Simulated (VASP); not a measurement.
# WSe2 (R3m) in VASP: further runs

WSe2 is run at these levels: PBE+D4, r2SCAN; tasks: relaxation of cell and atoms, single point.

Everything below comes from runs of VASP 6.6.1. Logs are shortened: lines on timing, memory, paths and dates and some standing lists are left out, and cuts for length are marked.

## 1. The cell of the first run

Symmetry: R3m, No. 160, trigonal system. Conventional cell: a = 3.284 Å, b = 3.284 Å, c = 19.140 Å, α = 90.00°, β = 90.00°, γ = 120.00°. W (site symmetry 3m) has 6 Se at 2.53 Å and 6 W at 3.28 Å within 3.3 Å. Within 3.4 Å of Se (site symmetry 3m) lie 3 W at 2.53 Å and 7 Se at 3.28 to 3.36 Å. Se (site symmetry 3m) has 3 W at 2.53 Å and 7 Se at 3.28 to 3.36 Å within 3.4 Å.

## 2. Relaxation of cell and atoms, PBE+D4

File INCAR:

```
SYSTEM = WSe2
PREC = Accurate ; ENCUT = 600
EDIFF = 1E-7 ; ISMEAR = -1
SIGMA = 0.02 ; LREAL = .FALSE.
LASPH = .TRUE. ; NELM = 60
ALGO = Normal ; ISIF = 3
LWAVE = .FALSE. ; LCHARG = .FALSE.
GGA = PE ; IVDW = 13
IBRION = 2 ; NSW = 80
EDIFFG = -0.005
```

File KPOINTS:

```
Automatic mesh
0
G
  8 8 8
  0 0 0
```

File POSCAR:

```
WSe2
1.0
    1.6420061267      0.9480126792      6.3801534619
   -1.6420061267      0.9480126792      6.3801534619
    0.0000000000     -1.8960253585      6.3801534619
W Se
1 2
Direct
   -0.0000345208     -0.0000345208     -0.0000345208
    0.4212027566      0.4212027566      0.4212027566
    0.2454984308      0.2454984308      0.2454984308
```

Potentials or basis: VASP PAW PBE potentials, release 64 (W_sv, Se).

The run is started by

```bash
cat potpaw_PBE.64/W_sv/POTCAR potpaw_PBE.64/Se/POTCAR > POTCAR
mpirun -np 1 vasp_std > vasp.out
```

OUTCAR:

```text
SYSTEM = WSe2
   PREC = Accurate
   ENCUT = 600
   EDIFF = 1E-7
   ISMEAR = -1
   LREAL = .FALSE.
   LASPH = .TRUE.
   NELM = 60
   ISIF = 3
   GGA = PE
   IVDW = 13
   IBRION = 2
   NSW = 80
   EDIFFG = -0.005

 ion  position               nearest neighbor table
   1  1.000  1.000  1.000-   3 2.53   3 2.53   3 2.53   2 2.53   2 2.53   2 2.53
   2  0.421  0.421  0.421-   1 2.53   1 2.53   1 2.53
   3  0.245  0.245  0.245-   1 2.53   1 2.53   1 2.53

  LATTYP: Found a trigonal (rhomboedric) cell.
 ALAT       =     6.6559199482
 COS(alpha) =     0.8782796024

  Lattice vectors:

 A1 = (   1.6420061267,   0.9480126792,   6.3801534619)
 A2 = (  -1.6420061267,   0.9480126792,   6.3801534619)
 A3 = (   0.0000000000,  -1.8960253585,   6.3801534619)

Analysis of symmetry for initial positions (statically):
=====================================================================
 Subroutine PRICEL returns:
 Original cell was already a primitive cell.

 Routine SETGRP: Setting up the symmetry group for a
 trigonal (rhombohedral) supercell.

 Subroutine GETGRP returns: Found  6 space group operations
 (whereof  6 operations were pure point group operations)
 out of a pool of 12 trial point group operations.

The static configuration has the point symmetry C_3v.

Analysis of symmetry for dynamics (positions and initial velocities):
=====================================================================
 Subroutine PRICEL returns:
 Original cell was already a primitive cell.

 Routine SETGRP: Setting up the symmetry group for a
 trigonal (rhombohedral) supercell.

 Subroutine GETGRP returns: Found  6 space group operations
 (whereof  6 operations were pure point group operations)
 out of a pool of 12 trial point group operations.

The dynamic configuration has the point symmetry C_3v.

 Subroutine INISYM returns: Found  6 space group operations
 (whereof  6 operations are pure point group operations),
 and found     1 'primitive' translations

----------------------------------------------------------------------------------------

                                     Primitive cell

  volume of cell :      59.5897

  direct lattice vectors                    reciprocal lattice vectors
     1.642006127  0.948012679  6.380153462     0.304505563  0.175806369  0.052245347
    -1.642006127  0.948012679  6.380153462    -0.304505563  0.175806369  0.052245347
     0.000000000 -1.896025358  6.380153462     0.000000000 -0.351612738  0.052245347

  length of vectors
     6.655919948  6.655919948  6.655919948     0.355473056  0.355473056  0.355473056

  position of ions in fractional coordinates (direct lattice)
     0.999965479  0.999965479  0.999965479
     0.421202757  0.421202757  0.421202757
     0.245498431  0.245498431  0.245498431

  ion indices of the primitive-cell ions
   primitive index   ion index
                 1           1
                 2           2
                 3           3

----------------------------------------------------------------------------------------

 KPOINTS: Automatic mesh

Automatic generation of k-mesh.
 Grid dimensions read from file:
 generate k-points for:    8    8    8

 Generating k-lattice:

  Cartesian coordinates                     Fractional coordinates (reciprocal lattice)
     0.038063195  0.021975796  0.006530668     0.125000000  0.000000000  0.000000000
    -0.038063195  0.021975796  0.006530668     0.000000000  0.125000000  0.000000000
     0.000000000 -0.043951592  0.006530668     0.000000000  0.000000000  0.125000000

  Length of vectors
     0.044434132  0.044434132  0.044434132

  Shift w.r.t. Gamma in fractional coordinates (k-lattice)
     0.000000000  0.000000000  0.000000000

 Subroutine IBZKPT returns following result:
 ===========================================

 Found     65 irreducible k-points:

 Following reciprocal coordinates:
            Coordinates               Weight
  0.000000  0.000000  0.000000      1.000000
  0.125000  0.000000  0.000000      6.000000
  0.250000  0.000000  0.000000      6.000000
  0.375000  0.000000  0.000000      6.000000
  0.500000  0.000000  0.000000      3.000000
  0.125000  0.125000  0.000000      6.000000
[... 16 lines left out ...]
  0.250000  0.125000  0.125000      6.000000
  0.375000  0.125000  0.125000      6.000000
 [... further k-points ...]
   k-points           NKPTS =     65   k-points in BZ     NKDIM =     65   number of bands    NBANDS=     17
   number of dos      NEDOS =    301   number of ions     NIONS =      3
   total plane-waves  NPLWV = 157464
   dimension x,y,z NGX =    54 NGY =   54 NGZ =   54
   dimension x,y,z NGXF=   108 NGYF=  108 NGZF=  108
   ions per type =               1   2
   NGX,Y,Z   is equivalent  to a cutoff of  13.49, 13.49, 13.49 a.u.
   NGXF,Y,Z  is equivalent  to a cutoff of  26.98, 26.98, 26.98 a.u.
 SYSTEM =  WSe2
   PREC   = accura    normal or accurate (medium, high low for compatibility)
   ISTART =      0    job   : 0-new  1-cont  2-samecut
   ICHARG =      2    charge: 1-file 2-atom 10-const
   ISPIN  =      1    spin polarized calculation?
   LNONCOLLINEAR =      F non collinear calculations
   LSORBIT =      F    spin-orbit coupling
   LASPH  =      T    aspherical Exc in radial PAW
   ENCUT  =  600.0 eV  44.10 Ry    6.64 a.u.  13.29 13.29 13.29*2*pi/ulx,y,z
   NELM   =     60;   NELMIN=  2; NELMDL= -5     # of ELM steps
   EDIFF  = 0.1E-06   stopping-criterion for ELM
   LREAL  =      F    real-space projection
   EDIFFG = -.5E-02   stopping-criterion for IOM
   NSW    =     80    number of steps for IOM
   IBRION =      2    ionic relax: 0-MD 1-quasi-New 2-CG
   NFREE  =      1    steps in history (QN), initial steepest desc. (CG)
   ISIF   =      3    stress and relaxation
   ISYM   =      2    0-nonsym 1-usesym 2-fastsym
   POTIM  = 0.5000    time-step for ionic-motion
   TEBEG  =    0.0;   TEEND  =   0.0 temperature during run
   PSTRESS=    0.0 pullay stress
   NELECT =      26.0000    total number of electrons
   NUPDOWN=      -1.0000    fix difference up-down
   EMIN   =  10.00;   EMAX   =-10.00  energy-range for DOS
   EFERMI =   0.00;   METHOD = LEGACY
   ISMEAR =    -1;   SIGMA  =   0.02  broadening in eV -4-tet -1-fermi 0-gaus
   EFERMI_NEDOS =   21; number of points for ismear=-14 and -15
   IALGO  =     38    algorithm
   IMIX   =      4    mixing-type and parameters
     AMIX     =   0.40;   BMIX     =  1.00
     AMIX_MAG =   1.60;   BMIX_MAG =  1.00
  volume/ion in A,a.u.               =      19.86       134.04
  Fermi-wavevector in a.u.,A,eV,Ry     =   1.241678  2.346430 20.976963  1.541763
  Thomas-Fermi vector in A             =   2.376065
   LORBIT       =      0    0 simple, 1 ext, 2 COOP (PROOUT), +10 PAW based schemes
   GGA     = PE    functional components
   LHFCALC =     F    Hartree Fock is set to
   AEXX    =    0.0000 exact exchange contribution
   IVDW    =    13    specifies the selected vdW correction
   LEPSILON=     F    determine dielectric tensor
   LRPA    =     F    only Hartree local field effects (RPA)
 conjugate gradient relaxation of ions
 non-spin polarized calculation
  energy-cutoff  :      600.00
  volume of cell :       59.59
 maximum number of plane-waves:      2036
 NGX is ok and might be reduce to    54
   NGX = 27   NGY = 27   NGZ = 27

--------------------------------------- Ionic step        1  -------------------------------------------

 number of electron      26.0000001 magnetization

 Free energy of the ion-electron system (eV)
  ---------------------------------------------------
  ext. energy  EPLUGINS =         0.00000000
  ---------------------------------------------------
  free energy    TOTEN  =       -21.53442139 eV

  energy without entropy =      -21.53442139  energy(sigma->0) =      -21.53442139

------------------------ aborting loop because EDIFF is reached ----------------------------------------

  DFT-D4 for vdW energy calculation

  Edisp (eV):   -1.49246

  FORCE on cell =-STRESS in cart. coord.  units (eV):
  Direction    XX          YY          ZZ          XY          YZ          ZX
  --------------------------------------------------------------------------------------
  -------------------------------------------------------------------------------------
  Total       0.12340     0.12340     0.25714     0.00000    -0.00000     0.00000
  in kB       3.31788     3.31788     6.91361     0.00000    -0.00000     0.00000
  external pressure =        4.52 kB  Pullay stress =        0.00 kB
[... 100 lines left out ...]
  FREE ENERGIE OF THE ION-ELECTRON SYSTEM (eV)
  ---------------------------------------------------
  free  energy   TOTEN  =       -23.0271744499 eV

  energy  without entropy=      -23.0271744499  energy(sigma->0) =      -23.02717445

[... ionic steps 4 to 7 ...]

--------------------------------------- Ionic step        8  -------------------------------------------

 number of electron      26.0000000 magnetization

------------------------ aborting loop because EDIFF is reached ----------------------------------------

  DFT-D4 for vdW energy calculation

  Edisp (eV):   -1.48656
[... 71 lines left out ...]
  energy  without entropy=      -23.0272690190  energy(sigma->0) =      -23.02726902

--------------------------------------- Ionic step       10  -------------------------------------------

 number of electron      26.0000000 magnetization

 Free energy of the ion-electron system (eV)
  ---------------------------------------------------
  ext. energy  EPLUGINS =         0.00000000
  ---------------------------------------------------
  free energy    TOTEN  =       -21.54130428 eV

  energy without entropy =      -21.54130428  energy(sigma->0) =      -21.54130428

 E-fermi :   6.8554     XC(G=0): -10.8658

 val. band max:        6.4849940716   @ k =   0.5000   0.5000   0.5000
 cond. band min:       7.5418441773   @ k =  -0.2500   0.1250  -0.0000
 fundamental gap:      1.0568501057
 Fermi energy:         6.8553806560

 k-point     1 :       0.0000    0.0000    0.0000
  band No.  band energies     occupation
      1     -67.8841      2.00000
      2     -32.1326      2.00000
      3     -31.9964      2.00000
      4     -31.9964      2.00000
      5      -8.8598      2.00000
      6      -7.2195      2.00000
[... 9 lines left out ...]
     16       9.3691      0.00000
     17       9.3691      0.00000
[... 443 lines left out ...]
      1     -67.8789      2.00000
      2     -32.1143      2.00000
      3     -32.1100      2.00000
      4     -32.0242      2.00000
      5      -7.9098      2.00000
      6      -6.9509      2.00000
[... 9 lines left out ...]
     16       9.3338      0.00000
     17       9.8959      0.00000

 [... further k-points ...]

------------------------ aborting loop because EDIFF is reached ----------------------------------------

  DFT-D4 for vdW energy calculation

  Edisp (eV):   -1.48597

  FORCE on cell =-STRESS in cart. coord.  units (eV):
  Direction    XX          YY          ZZ          XY          YZ          ZX
  --------------------------------------------------------------------------------------
  -------------------------------------------------------------------------------------
  Total       0.00249     0.00249     0.00376     0.00000    -0.00000     0.00000
  in kB       0.06655     0.06655     0.10056     0.00000    -0.00000     0.00000
  external pressure =        0.08 kB  Pullay stress =        0.00 kB
[... 18 lines left out ...]
  FREE ENERGIE OF THE ION-ELECTRON SYSTEM (eV)
  ---------------------------------------------------
  free  energy   TOTEN  =       -23.0272752771 eV

  energy  without entropy=      -23.0272752771  energy(sigma->0) =      -23.02727528

 reached required accuracy - stopping structural energy minimisation
```

It took 35 min on 1 thread of Intel Xeon 8259CL, shared host; peak memory 0.47 GiB.

What came out:

```
Free energy                           : -23.0273 eV
Relaxed volume                        : 19.95 Å³/atom
Relaxed cell                          : a = 6.680 Å, b = 6.680 Å, c = 6.680 Å, α = 28.47°, β = 28.47°, γ = 28.47°
Space group after relaxing (to 0.1 Å) : R3m (No. 160)
Energy gained by relaxing             : 0.1 meV/atom
Ionic steps                           : 10
Pressure after relaxing               : 0.0 GPa
Largest force after relaxing          : 0.003 eV/Å
Band gap on the k mesh                : 1.06 eV (least direct gap 2.00 eV)
Dispersion energy per atom            : -0.495 eV
```

Forces on the atoms (eV/Å):
```
W    0.000  0.000 -0.003
Se   0.000  0.000  0.000
Se   0.000  0.000  0.003
```

Step by step:
```tsv
step	energy change (eV)	largest force (eV/Å)	pressure (GPa)	volume (Å³)
1	0.0000	0.0550	0.45	59.59
2	0.0011	0.1476	-0.97	60.07
3	-0.0003	0.0101	0.00	59.74
4	-0.0003	0.0114	0.00	59.74
5	-0.0003	0.0127	0.00	59.75
6	-0.0003	0.0166	0.03	59.76
7	-0.0004	0.0106	0.04	59.78
8	-0.0004	0.0069	0.05	59.84
9	-0.0004	0.0095	-0.06	59.90
10	-0.0004	0.0032	0.01	59.86
```

Final structure:
```
W Se
1.0
     1.64260    0.94835    6.40476
    -1.64260    0.94835    6.40476
     0.00000   -1.89671    6.40476
W Se
1 2
Cartesian
  0.0000 0.0000 19.2137
  0.0000 0.0000 8.0899
  0.0000 0.0000 4.7202
```

Caveat: spin-orbit coupling is left out, which moves the levels of the heavy elements.

## 3. Single point, r2SCAN

This run uses another cell than the first one, of 20.71 Å³/atom.

File POSCAR:

```
WSe2
1.0
    1.6510739551      0.9532479924      6.5796479690
   -1.6510739551      0.9532479924      6.5796479690
    0.0000000000     -1.9064959848      6.5796479690
W Se
1 2
Direct
   -0.0000183143     -0.0000183143     -0.0000183143
    0.4176504313      0.4176504313      0.4176504313
    0.2490345496      0.2490345496      0.2490345496
```

File INCAR.step1:

```
PREC = Accurate ; ENCUT = 520
ISMEAR = 0 ; SIGMA = 0.01
LREAL = False ; LASPH = True
NELM = 80 ; NBANDS = 20
GGA = PE ; ALGO = Normal
EDIFF = 1E-4 ; LWAVE = True
LCHARG = False
```

File INCAR.step2:

```
PREC = Accurate ; ENCUT = 520
EDIFF = 1E-6 ; ISMEAR = 0
SIGMA = 0.01 ; LREAL = False
LASPH = True ; NELM = 80
ALGO = Normal ; ISIF = 2
LWAVE = False ; LCHARG = False
METAGGA = R2SCAN ; LMIXTAU = True
NBANDS = 20 ; ISTART = 1
```

File KPOINTS:

```
regular mesh
0
Gamma
  10 10 10
```

Potentials or basis: VASP PAW PBE potentials, release 64 (W_sv, Se).

The run is started by

```bash
cat potpaw_PBE.64/W_sv/POTCAR potpaw_PBE.64/Se/POTCAR > POTCAR
cp INCAR.step1 INCAR
mpirun -np 1 vasp_std > vasp.out
cp INCAR.step2 INCAR
mpirun -np 1 vasp_std > vasp.out
```

OUTCAR:

```text
PREC = Accurate
   ENCUT = 520
   EDIFF = 1E-6
   ISMEAR = 0
   LREAL = False
   LASPH = True
   NELM = 80
   ISIF = 2
   METAGGA = R2SCAN
   ISTART = 1

 ion  position               nearest neighbor table
   1  1.000  1.000  1.000-   3 2.53   3 2.53   3 2.53   2 2.53   2 2.53   2 2.53
   2  0.418  0.418  0.418-   1 2.53   1 2.53   1 2.53
   3  0.249  0.249  0.249-   1 2.53   1 2.53   1 2.53

  LATTYP: Found a trigonal (rhomboedric) cell.
 ALAT       =     6.8502915512
 COS(alpha) =     0.8838163710

  Lattice vectors:

 A1 = (   1.6510739551,   0.9532479924,   6.5796479690)
 A2 = (  -1.6510739551,   0.9532479924,   6.5796479690)
 A3 = (   0.0000000000,  -1.9064959848,   6.5796479690)

Analysis of symmetry for initial positions (statically):
=====================================================================
 Subroutine PRICEL returns:
 Original cell was already a primitive cell.

 Routine SETGRP: Setting up the symmetry group for a
 trigonal (rhombohedral) supercell.
[... 165 lines left out ...]
  ---------------------------------------------------
  free energy    TOTEN  =       -81.77804295 eV

  energy without entropy =      -81.77804295  energy(sigma->0) =      -81.77804295

 E-fermi :   6.0600     XC(G=0): -11.2521

 val. band max:        5.8591658681   @ k =   0.5000   0.5000   0.5000
 cond. band min:       7.0634678938   @ k =  -0.2000   0.2000   0.0000
 fundamental gap:      1.2043020257
 Fermi energy:         6.0600389409

 k-point     1 :       0.0000    0.0000    0.0000
  band No.  band energies     occupation
      1     -70.4675      2.00000
      2     -34.0577      2.00000
      3     -33.9408      2.00000
      4     -33.9408      2.00000
      5     -10.0392      2.00000
      6      -8.4056      2.00000
[... 541 lines left out ...]
     19      13.4603      0.00000
     20      14.6787      0.00000

 [... further k-points ...]

------------------------ aborting loop because EDIFF is reached ----------------------------------------

  FORCE on cell =-STRESS in cart. coord.  units (eV):
  Direction    XX          YY          ZZ          XY          YZ          ZX
  --------------------------------------------------------------------------------------
  -------------------------------------------------------------------------------------
  Total        0.6436487      0.6436487      0.6065641      0.0000000      0.0000000      0.0000000
  in kB       16.5971369     16.5971369     15.6408718      0.0000000      0.0000000      0.0000000
  external PRESSURE =      16.2783818 kB  Pullay stress =       0.0000000 kB

 VOLUME and BASIS-vectors are now :
 -----------------------------------------------------------------------------
  energy-cutoff  :      520.00
  volume of cell :       62.13
      direct lattice vectors                 reciprocal lattice vectors
     1.651073955  0.953247992  6.579647969     0.302833194  0.174840826  0.050661272
    -1.651073955  0.953247992  6.579647969    -0.302833194  0.174840826  0.050661272
     0.000000000 -1.906495985  6.579647969     0.000000000 -0.349681653  0.050661272

 POSITION                                       TOTAL-FORCE (eV/Angst)
 -----------------------------------------------------------------------------------
      0.00000      0.00000     19.73858         0.000000      0.000000      0.000775
      0.00000      0.00000      8.24398         0.000000      0.000000      0.005583
      0.00000      0.00000      4.91568         0.000000     -0.000000     -0.006358
 -----------------------------------------------------------------------------------
    total drift:                                0.000000     -0.000000     -0.000083

  FREE ENERGIE OF THE ION-ELECTRON SYSTEM (eV)
  ---------------------------------------------------
  free  energy   TOTEN  =       -81.7780429543 eV

  energy  without entropy=      -81.7780429543  energy(sigma->0) =      -81.77804295
```

OUTCAR.step1:

```text
PREC = Accurate
   ENCUT = 520
   ISMEAR = 0
   LREAL = False
   LASPH = True
[... 778 lines left out ...]
      0.00000      0.00000     19.73858         0.000000      0.000000      0.001671
      0.00000      0.00000      8.24398         0.000000      0.000000      0.315264
      0.00000      0.00000      4.91568         0.000000     -0.000000     -0.316935
 -----------------------------------------------------------------------------------
    total drift:                                0.000000     -0.000000     -0.000091

  FREE ENERGIE OF THE ION-ELECTRON SYSTEM (eV)
  ---------------------------------------------------
  free  energy   TOTEN  =       -21.5778936993 eV

  energy  without entropy=      -21.5778936993  energy(sigma->0) =      -21.57789370
```

Wall time 70 min (1 thread of Intel Xeon 8259CL, shared host); peak memory 0.53 GiB.

What came out:

* Free energy: -81.7780 eV
* Pressure: 1.6 GPa
* Largest force: 0.006 eV/Å
* Band gap on the k mesh: 1.20 eV (least direct gap 1.97 eV)

Forces on the atoms (eV/Å):
```
W    0.000  0.000  0.001
Se   0.000  0.000  0.006
Se   0.000  0.000 -0.006
```

Stress tensor (GPa, compression positive):
```
1.66 0.00 0.00
0.00 1.66 0.00
0.00 0.00 1.56
```

Levels at points of the mesh, in eV from the valence-band top:
| k point | band 10 | band 11 | band 12 | band 13 | band 14 | band 15 | band 16 | band 17 |
| --- | --- | --- | --- | --- | --- | --- | --- | --- |
| (0.00, 0.00, 0.00) | -1.72 | -1.72 | -1.31 | -1.06 | 2.71 | 2.71 | 3.01 | 3.01 |
| (0.50, 0.00, 0.00) | -3.59 | -2.36 | -1.48 | -1.33 | 2.22 | 2.48 | 3.78 | 4.06 |
| (0.50, 0.50, 0.00) | -3.50 | -2.92 | -1.53 | -1.33 | 2.19 | 2.64 | 3.42 | 4.53 |
| (0.50, 0.50, 0.50) | -2.89 | -1.69 | -1.69 | 0.00 | 2.81 | 2.81 | 2.87 | 2.87 |

Caveat: the PAW data sets were made with another functional, which shifts forces and pressure a little; spin-orbit coupling is left out, which moves the levels of the heavy elements. A k mesh can miss the band edges.
